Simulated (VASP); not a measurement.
# Sr (P6_3/mmc) in VASP: a series of runs, part 2 of 2

VASP 6.6.1.

**6. Single point, r2SCAN (strain -0.025 along x and y, -0.050 along z)**

POSCAR

```
Sr
1.0
    4.2022502152      0.0000000000      0.0000000000
   -2.1011251076      3.6392554394      0.0000000000
    0.0000000000      0.0000000000      6.6975000000
Sr
2
Direct
    0.3333333333      0.6666666667      0.2500000000
    0.6666666667      0.3333333333      0.7500000000
```

INCAR.step1

```
PREC = Accurate
ENCUT = 520
ISMEAR = 0
SIGMA = 0.15
LREAL = F
LASPH = T
NELM = 80
NBANDS = 17
GGA = PE
ALGO = Normal
EDIFF = 1E-4
LWAVE = T
LCHARG = F
```

INCAR.step2

```
PREC = Accurate
ENCUT = 520
EDIFF = 1E-6
ISMEAR = 0
SIGMA = 0.15
LREAL = F
LASPH = T
NELM = 80
ALGO = Normal
ISIF = 2
LWAVE = F
LCHARG = F
METAGGA = R2SCAN
LMIXTAU = T
NBANDS = 17
ISTART = 1
```

KPOINTS

```
Automatic mesh
0
Gamma
  12 12 8
```

Potentials or basis: VASP PAW PBE potentials, release 64 (Sr_sv).

Started as:

```
cat potpaw_PBE.64/Sr_sv/POTCAR > POTCAR
cp INCAR.step1 INCAR
mpirun -np 1 vasp_std > vasp.out
cp INCAR.step2 INCAR
mpirun -np 1 vasp_std > vasp.out
```

OUTCAR:

```text
PREC = Accurate
   ENCUT = 520
   EDIFF = 1E-6
   ISMEAR = 0
   LREAL = F
   LASPH = T
   NELM = 80
   ISIF = 2
   METAGGA = R2SCAN
   ISTART = 1

 ion  position               nearest neighbor table
   1  0.333  0.667  0.250-   2 4.14   2 4.14   2 4.14   2 4.14   2 4.14   2 4.14
   2  0.667  0.333  0.750-   1 4.14   1 4.14   1 4.14   1 4.14   1 4.14   1 4.14

  LATTYP: Found a hexagonal cell.
 ALAT       =     4.2022502152
 C/A-ratio  =     1.5937889600

  Lattice vectors:

 A1 = (   4.2022502152,   0.0000000000,   0.0000000000)
 A2 = (  -2.1011251076,   3.6392554394,   0.0000000000)
 A3 = (   0.0000000000,   0.0000000000,   6.6975000000)

Analysis of symmetry for initial positions (statically):
=====================================================================
 Subroutine PRICEL returns:
 Original cell was already a primitive cell.

 Routine SETGRP: Setting up the symmetry group for a
 hexagonal supercell.

 Subroutine GETGRP returns: Found 24 space group operations
 (whereof 12 operations were pure point group operations)
 out of a pool of 24 trial point group operations.

The static configuration has the point symmetry D_3d.
[... 163 lines left out ...]

 E-fermi :   1.9086     XC(G=0):  -8.0278

 val. band max:        1.8950452310   @ k =   0.2500   0.0833   0.0000
 cond. band min:       1.9334757602   @ k =   0.3333  -0.0000   0.0000
 fundamental gap:      0.0384305292
 Fermi energy:         1.9085813853

 k-point     1 :       0.0000    0.0000    0.0000
  band No.  band energies     occupation
      1     -36.0046      2.00000
      2     -35.9810      2.00000
      3     -17.5240      2.00000
      4     -17.2914      2.00000
      5     -17.2914      2.00000
      6     -17.2516      2.00000
[... 457 lines left out ...]
      4     -17.4135      2.00000
      5     -17.3941      2.00000
      6     -17.3325      2.00000
[... 9 lines left out ...]
     16       6.0006      0.00000
     17       6.1033      0.00000

 [... further k-points ...]

------------------------ aborting loop because EDIFF is reached ----------------------------------------

  FORCE on cell =-STRESS in cart. coord.  units (eV):
  Direction    XX          YY          ZZ          XY          YZ          ZX
  --------------------------------------------------------------------------------------
  -------------------------------------------------------------------------------------
  Total        0.8110206      0.8110206      1.3930867      0.0000000      0.0000000      0.0000000
  in kB       12.6863096     12.6863096     21.7912210      0.0000000      0.0000000      0.0000000
  external PRESSURE =      15.7212801 kB  Pullay stress =       0.0000000 kB

 VOLUME and BASIS-vectors are now :
 -----------------------------------------------------------------------------
  energy-cutoff  :      520.00
  volume of cell :      102.43
      direct lattice vectors                 reciprocal lattice vectors
     4.202250215  0.000000000  0.000000000     0.237967743  0.137390741  0.000000000
    -2.101125108  3.639255439  0.000000000     0.000000000  0.274781481  0.000000000
     0.000000000  0.000000000  6.697500000     0.000000000  0.000000000  0.149309444

 POSITION                                       TOTAL-FORCE (eV/Angst)
 -----------------------------------------------------------------------------------
     -0.00000      2.42617      1.67437        -0.000000      0.000000     -0.000000
      2.10113      1.21309      5.02313         0.000000     -0.000000      0.000000
 -----------------------------------------------------------------------------------
    total drift:                               -0.000000      0.000000     -0.000000

  FREE ENERGIE OF THE ION-ELECTRON SYSTEM (eV)
  ---------------------------------------------------
  free  energy   TOTEN  =       -30.1410245317 eV

  energy  without entropy=      -30.1146563977  energy(sigma->0) =      -30.12784046
```

OUTCAR.step1:

```text
PREC = Accurate
   ENCUT = 520
   ISMEAR = 0
   LREAL = F
   LASPH = T
[... 704 lines left out ...]
 -----------------------------------------------------------------------------------
     -0.00000      2.42617      1.67437        -0.000000     -0.000000     -0.000000
      2.10113      1.21309      5.02313         0.000000      0.000000      0.000000
 -----------------------------------------------------------------------------------
    total drift:                               -0.000000      0.000000     -0.000000

  FREE ENERGIE OF THE ION-ELECTRON SYSTEM (eV)
  ---------------------------------------------------
  free  energy   TOTEN  =        -3.2532749025 eV

  energy  without entropy=       -3.2260138077  energy(sigma->0) =       -3.23964436
```

OSZICAR.step1:

```text
N       E                     dE             d eps       ncg     rms          rms(c)
DAV:   1     0.104928675029E+03    0.10493E+03   -0.94405E+03  3230   0.996E+02
DAV:   2     0.489312215413E+01   -0.10004E+03   -0.98624E+02  4091   0.229E+02
DAV:   3    -0.307564897481E+01   -0.79688E+01   -0.79409E+01  5892   0.461E+01
DAV:   4    -0.325268037461E+01   -0.17703E+00   -0.17678E+00  4299   0.613E+00
DAV:   5    -0.325624206324E+01   -0.35617E-02   -0.35611E-02  5322   0.724E-01    0.167E+01
DAV:   6    -0.325401101817E+01    0.22310E-02   -0.12858E-02  4160   0.115E+00    0.951E+00
DAV:   7    -0.325312925670E+01    0.88176E-03   -0.22793E-02  3872   0.151E+00    0.401E-01
DAV:   8    -0.325322920074E+01   -0.99944E-04   -0.29510E-03  5298   0.259E-01    0.132E-01
DAV:   9    -0.325327490254E+01   -0.45702E-04   -0.90625E-05  3164   0.560E-02
   1 F= -.32532749E+01 E0= -.32396444E+01  d E =-.272611E-01
```

Wall time 9.1 min (1 thread of AMD EPYC 7R13 (Zen 3), shared host); peak memory 0.28 GiB.

What came out:

```
Free energy            : -30.1410 eV
Pressure               : 1.6 GPa
Band gap on the k mesh : zero (bands 10 and 11 overlap by 0.39 eV)
```

Stress tensor (GPa, compression positive):
```
1.27 0.00 0.00
0.00 1.27 0.00
0.00 0.00 2.18
```

Levels at points of the mesh, in eV from the Fermi level:
```tsv
k point	band 6	band 7	band 8	band 9	band 10	band 11	band 12	band 13	band 14	band 15
(0.00, 0.00, 0.00)	-19.16	-19.16	-19.15	-4.00	-1.10	0.13	2.62	2.62	2.83	3.15
(0.50, 0.00, 0.00)	-19.26	-19.22	-19.19	-1.19	-0.65	0.04	0.23	1.55	2.26	2.43
(0.00, 0.00, 0.50)	-19.18	-19.18	-19.18	-2.90	-2.90	1.55	1.55	2.60	2.60	2.60
(0.50, 0.00, 0.50)	-19.22	-19.22	-19.22	-0.86	-0.86	0.24	0.24	1.55	1.55	3.35
```

Caveat: the cell differs from its parent crystal (strain -0.025 along x and y, -0.050 along z); the PAW data sets were made with another functional, which shifts forces and pressure a little.

**7. Summary**

| cell | gap on the mesh (eV) | pressure (GPa) |
| --- | --- | --- |
| a = 4.526, b = 4.526, c = 6.697 Å, angles 90.0, 90.0, 120.0°, 2 atoms | none | -0.3 |
| a = 4.095, b = 4.095, c = 6.697 Å, angles 90.0, 90.0, 120.0°, 2 atoms | none | 2.4 |
| a = 4.095, b = 4.095, c = 6.874 Å, angles 90.0, 90.0, 120.0°, 2 atoms | none | 2.0 |
| a = 4.095, b = 4.095, c = 7.050 Å, angles 90.0, 90.0, 120.0°, 2 atoms | none | 1.5 |
| a = 4.202, b = 4.202, c = 6.697 Å, angles 90.0, 90.0, 120.0°, 2 atoms | none | 1.6 |

Alike in all rows: task single point; level r2SCAN; potentials or basis VASP PAW PBE potentials, release 64 (Sr_sv); no spin polarisation; k mesh 12 × 12 × 8; cutoff (eV) 520; smearing gaussian 0.15 eV.

Caveats: the PAW data sets were made with another functional, which shifts forces and pressure a little.

Absolute energies hang on the potentials; compare differences alone.

The gap in the log of VASP goes by the Fermi energy; the results here count the filled bands.